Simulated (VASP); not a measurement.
## TaN: relaxation of shape and atoms at fixed volume with PBEsol

TaN:

```
Ta N
1.0
     2.89445    0.00000    0.00000
    -1.44723    2.50667    0.00000
     0.00000    0.00000    2.84173
Ta N
1 1
Direct
  0.33333 0.66667 0.50000
  0.00000 0.00000 0.00000
```

```
Program                : VASP 6.6.1
Task                   : relaxation of shape and atoms at fixed volume
Functional             : PBEsol
Potentials or basis    : VASP PAW PBE potentials, release 64 (Ta_pv, N)
Cutoff                 : 600 eV
k mesh                 : 18 × 18 × 14
Occupations            : gaussian, width 0.1 eV
Spin                   : no spin polarisation
Dipole correction      : no
Further INCAR settings : ALGO = Normal; EDIFF = 1e-07; IBRION = 2; EDIFFG = -0.01; NSW = 50; ISIF = 4
```

* Energy gained by relaxing: 0.1 meV/atom
* Ionic steps: 3
* Pressure after relaxing: 12.7 GPa
* Band gap on the k mesh: zero (bands 8 and 9 overlap by 0.35 eV)

Stress tensor (GPa, compression positive):
```
12.64  0.00  0.00
 0.00 12.64  0.00
 0.00  0.00 12.72
```

Step by step:
| step | energy change (eV) | largest force (eV/Å) | pressure (GPa) | volume (Å³) |
| --- | --- | --- | --- | --- |
| 1 | 0.0000 | 0.0000 | 12.73 | 20.62 |
| 2 | 0.0001 | 0.0000 | 12.58 | 20.62 |
| 3 | -0.0001 | 0.0000 | 12.67 | 20.62 |

Final structure:
```cif
data_structure
_symmetry_space_group_name_H-M 'P 1'
_symmetry_Int_Tables_number 1
_cell_length_a 2.8923
_cell_length_b 2.8923
_cell_length_c 2.8459
_cell_angle_alpha 90.000
_cell_angle_beta 90.000
_cell_angle_gamma 120.000
_cell_volume 20.62
loop_
_atom_site_label
_atom_site_type_symbol
_atom_site_fract_x
_atom_site_fract_y
_atom_site_fract_z
_atom_site_occupancy
Ta1 Ta 0.33333 0.66667 0.50000 1
N1 N 0.00000 0.00000 0.00000 1
```

Levels at points of the mesh, in eV from the Fermi level:
| k point | band 4 | band 5 | band 6 | band 7 | band 8 | band 9 | band 10 | band 11 | band 12 |
| --- | --- | --- | --- | --- | --- | --- | --- | --- | --- |
| (0.00, 0.00, 0.00) | -18.04 | -4.70 | -4.70 | -4.41 | -2.94 | 2.61 | 3.83 | 3.83 | 4.27 |
| (0.50, 0.00, 0.00) | -15.53 | -8.52 | -5.41 | -3.66 | -3.19 | 3.19 | 4.37 | 5.49 | 5.69 |
| (0.00, 0.00, 0.50) | -15.09 | -9.63 | -3.84 | -3.84 | -0.09 | -0.09 | 2.57 | 3.49 | 3.49 |
| (0.50, 0.00, 0.50) | -15.96 | -7.56 | -6.34 | -5.90 | -0.23 | 4.51 | 5.77 | 6.49 | 7.56 |

It took 3.2 min on 1 thread of Intel Xeon 8259CL (shared host), peak memory 0.23 GiB.

Caveat: the PAW data sets were made with another functional, which shifts forces and pressure a little; spin-orbit coupling is left out, which moves the levels of the heavy elements.
